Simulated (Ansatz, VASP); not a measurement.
# Two plane-wave programs on Tl

File INCAR:

```
SYSTEM = Tl
PREC = Accurate ; ENCUT = 520
EDIFF = 1E-6 ; ISMEAR = -1
SIGMA = 0.1 ; LREAL = .False.
LASPH = .True. ; NELM = 80
ALGO = Normal ; ISIF = 2
LWAVE = .False. ; LCHARG = .False.
GGA = PE ; NBANDS = 20
```

KPOINTS

```
Automatic mesh
0
Gamma
  13 13 13
  0 0 0
```

Contents of POSCAR:

```
Tl
1.0
    0.0000000000      3.4172477346      3.4172477346
    3.4172477346      0.0000000000      3.4172477346
    3.4172477346      3.4172477346      0.0000000000
Tl
2
Direct
    0.1250000000      0.1250000000      0.1250000000
    0.8750000000      0.8750000000      0.8750000000
```

Input for Ansatz:

```yaml
crystal:
  lattice:
    - [0.0, 3.4172477346, 3.4172477346]
    - [3.4172477346, 0.0, 3.4172477346]
    - [3.4172477346, 3.4172477346, 0.0]
  atoms:
    - { symbol: Tl, position: [0.125, 0.125, 0.125] }
    - { symbol: Tl, position: [0.875, 0.875, 0.875] }
hamiltonian:
  xc: pbe
  pseudopotentials:
    kind: paw
    azcp:
      Tl: "pseudopotentials/Tl.paw.azcp"
basis:
  ecutwfc: 420
  fft_grid_basis: typed
kpoints:
  mp_grid: { grid: [13, 13, 13], shift: [0, 0, 0] }
magnetization:
  spin_polarized: false
scf:
  occupations: { method: fermi_dirac, width: 0.1 }
output:
  stress: true
```

Alike in both runs: task single point; functional PBE; k mesh 13 × 13 × 13; occupations fermi-dirac, width 0.1 eV; no spin polarisation.

|  | VASP | Ansatz |
| --- | --- | --- |
| version | VASP 6.6.1 | Ansatz 0.2.0 |
| potentials or method | VASP PAW PBE potentials, release 64 (Tl_d), cutoff 520 eV | plane waves (420 eV) with PAW, scalar-relativistic |
| valence electrons in the cell | 26 | 26 |

VASP gave:

| Property | Result |
| --- | --- |
| pressure (GPa) | 2.3 |

Task: Estimate Ansatz's values.

Result: Pressure (GPa): 2.4.

With one functional, cell and mesh, what is left measures potentials, basis and numerics.

Spin-orbit coupling is off throughout.
